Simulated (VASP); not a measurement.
Runs of VASP 6.6.1 on S. The structure is that of space group Fd-3m (No. 227), or close to it. The cells are those of the table. This isn't the form of S at room conditions, which is orthorhombic, of S8 rings.

```csv
level,cell,k mesh,smearing,gap on the mesh (eV),pressure (GPa)
PBE,"a = 4.068 Å, angles 60.0°, 2 atoms",11 × 11 × 11,fermi-dirac 0.0612256 eV,none,(b)
r2SCAN,"a = 3.984 Å, angles 60.0°, 2 atoms",10 × 10 × 10,fermi-dirac 0.1 eV,none,3.4
PBE,"a = 4.012 Å, angles 60.0°, 2 atoms",11 × 11 × 11,fermi-dirac 0.0612256 eV,none,(a)
PBE,"a = 4.176 Å, angles 60.0°, 2 atoms",32 × 32 × 32,fermi-dirac 0.0612256 eV,none,-2.4
PBE,"a = 4.123 Å, angles 60.0°, 2 atoms",11 × 11 × 11,fermi-dirac 0.0612256 eV,none,-1.0
PBE,"a = 4.041 Å, angles 60.0°, 2 atoms",11 × 11 × 11,fermi-dirac 0.0612256 eV,none,1.8
PBE,"a = 4.176 Å, angles 60.0°, 2 atoms",11 × 11 × 11,fermi-dirac 0.0612256 eV,none,-2.4
PBE,"a = 4.096 Å, angles 60.0°, 2 atoms",11 × 11 × 11,fermi-dirac 0.0612256 eV,none,-0.1
PBE,"a = 4.150 Å, angles 60.0°, 2 atoms",11 × 11 × 11,fermi-dirac 0.0612256 eV,none,-1.7
```

Alike in all rows: task single point; potentials or basis VASP PAW PBE potentials, release 64 (S); no spin polarisation; cutoff (eV) 520.

Question: Fill in the values left out.

Answer: (a) 2.9; (b) 0.8.

Caveats: the cell stands under pressure (at least some runs); the PAW data sets were made with another functional, which shifts forces and pressure a little (at least some runs).

A gap of «none» marks levels without a gap at the run's occupations.
